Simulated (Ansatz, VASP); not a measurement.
## Two plane-wave programs on SnC3

File INCAR:

```
SYSTEM = SnC3
ALGO     = Normal         ! electronic algorithm
EDIFF    = 1E-6           ! SCF threshold, eV
ENCUT    = 520            ! plane-wave cutoff, eV
GGA      = PE             ! functional
ISIF     = 2              ! what is computed and relaxed
ISMEAR   = 0              ! smearing method
LASPH    = .True.         ! aspherical terms in the spheres
LCHARG   = .False.        ! write CHGCAR
LREAL    = .False.        ! projectors in reciprocal space
LWAVE    = .False.        ! write WAVECAR
NBANDS   = 21             ! bands
NELM     = 60             ! most SCF steps
PREC     = Accurate       ! precision mode
SIGMA    = 0.1            ! smearing width, eV
```

Contents of KPOINTS:

```
k-points
0
Gamma
  6 6 6
  0 0 0
```

POSCAR

```
SnC3
1.0
   -1.9362531200      1.9362531200      4.1542585500
    1.9362531200     -1.9362531200      4.1542585500
    1.9362531200      1.9362531200     -4.1542585500
Sn C
1 3
Direct
    0.0000000000      0.0000000000      0.0000000000
    0.7500000000      0.2500000000      0.5000000000
    0.2500000000      0.7500000000      0.5000000000
    0.5000000000      0.5000000000      0.0000000000
```

Input for Ansatz:

```yaml
crystal:
  lattice:
    - [-1.93625312, 1.93625312, 4.15425855]
    - [1.93625312, -1.93625312, 4.15425855]
    - [1.93625312, 1.93625312, -4.15425855]
  atoms:
    - { symbol: Sn, position: [0.0, 0.0, 0.0] }
    - { symbol: C, position: [0.75, 0.25, 0.5] }
    - { symbol: C, position: [0.25, 0.75, 0.5] }
    - { symbol: C, position: [0.5, 0.5, 0.0] }
basis:
  ecutwfc: 420
kpoints:
  mp_grid: { grid: [6, 6, 6] }
hamiltonian:
  xc: pbe
scf:
  occupations: { method: gaussian, width: 0.1 }
  lower_state_search: "off"
output:
  forces: true
  stress: true
  eigenvalues: true
```

Change from the starting cell: species swapped into the Zn3Ni type (I4/mmm, No. 139).

Alike in both runs: task single point; functional PBE; k mesh 6 × 6 × 6; occupations gaussian, width 0.1 eV; no spin polarisation.

|  | VASP | Ansatz |
| --- | --- | --- |
| version | VASP 6.6.1 | Ansatz 0.2.0 |
| potentials or method | VASP PAW PBE potentials, release 64 (Sn_d, C), cutoff 520 eV | scalar-relativistic, plane waves, PAW |
| valence electrons in the cell | 26 | 26 |

```csv
,VASP,Ansatz,Ansatz less VASP
gap on the k mesh at the Fermi level (eV),none,none,-
pressure (GPa),-19.1,-19.0,+0.07
"traceless stress, the component that is largest in VASP (GPa)",0.39,0.40,+0.009
```

A gap of «none» marks a metal or a gap that the smearing closes.

The k mesh is coarse, so the values compare programs but aren't converged.
